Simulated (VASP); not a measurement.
## MgB2: relaxation of shape and atoms at fixed volume with r2SCAN

Crystal: MgB2.

```
Mg B
1.0
     3.03310    0.00000    0.00000
    -1.51655    2.62674    0.00000
     0.00000    0.00000    3.44936
Mg B
1 2
Cartesian
  0.0000 0.0000 0.0000
  0.0000 1.7512 1.7247
  1.5166 0.8756 1.7247
```

This cell differs from its parent crystal: volume scaled by 0.960.

| Quantity | Value |
| --- | --- |
| Program | VASP 6.6.1 |
| Task | relaxation of shape and atoms at fixed volume |
| Functional | r2SCAN |
| Potentials or basis | VASP PAW PBE potentials, release 64 (Mg, B) |
| Cutoff | 600 eV |
| k mesh | 14 × 14 × 12 |
| Occupations | gaussian, width 0.05 eV |
| Spin | no spin polarisation |
| Dipole correction | no |
| Further INCAR settings | ALGO = Normal; EDIFF = 1e-07; IBRION = 2; EDIFFG = -0.01; NSW = 60; ISIF = 4 |

```yaml
Energy_gained_by_relaxing: 0.1 meV/atom
Ionic_steps: 2
Pressure_after_relaxing: 6.1 GPa
Band_gap_on_the_k_mesh: zero (band 4 reaches 7.20 eV, above the bottom of band 5 at 3.88 eV)
```

Stress tensor (GPa, compression positive):
```
5.99 0.00 0.00
0.00 5.99 0.00
0.00 0.00 6.18
```

The path:
| step | energy change (eV) | largest force (eV/Å) | pressure (GPa) | volume (Å³) |
| --- | --- | --- | --- | --- |
| 1 | 0.0000 | 0.0000 | 6.28 | 27.48 |
| 2 | -0.0004 | 0.0000 | 6.05 | 27.48 |

Final structure:
```
CELL_PARAMETERS angstrom
3.03786 0.00000 0.00000
-1.51893 2.63087 0.00000
0.00000 0.00000 3.43857
ATOMIC_POSITIONS crystal
Mg 0.00000 0.00000 0.00000
B 0.33333 0.66667 0.50000
B 0.66667 0.33333 0.50000
```

Levels at points of the mesh, in eV from the Fermi level:
```csv
k point,band 2,band 3,band 4,band 5,band 6,band 7
"(0.00, 0.00, 0.00)",-3.14,0.38,0.38,2.27,6.77,6.77
"(0.50, 0.00, 0.00)",-8.52,-2.42,0.25,3.48,4.20,6.19
"(0.00, 0.00, 0.50)",-7.98,0.83,0.83,7.08,7.08,8.82
"(0.50, 0.00, 0.50)",-7.54,-3.89,-2.10,-1.27,6.35,9.83
```

Run time: 8.7 min on 1 thread of AMD EPYC 7R13, on a shared host, peak memory 0.16 GiB.

Caveat: the cell differs from its parent crystal (volume scaled by 0.960); the PAW data sets were made with another functional, which shifts forces and pressure a little.
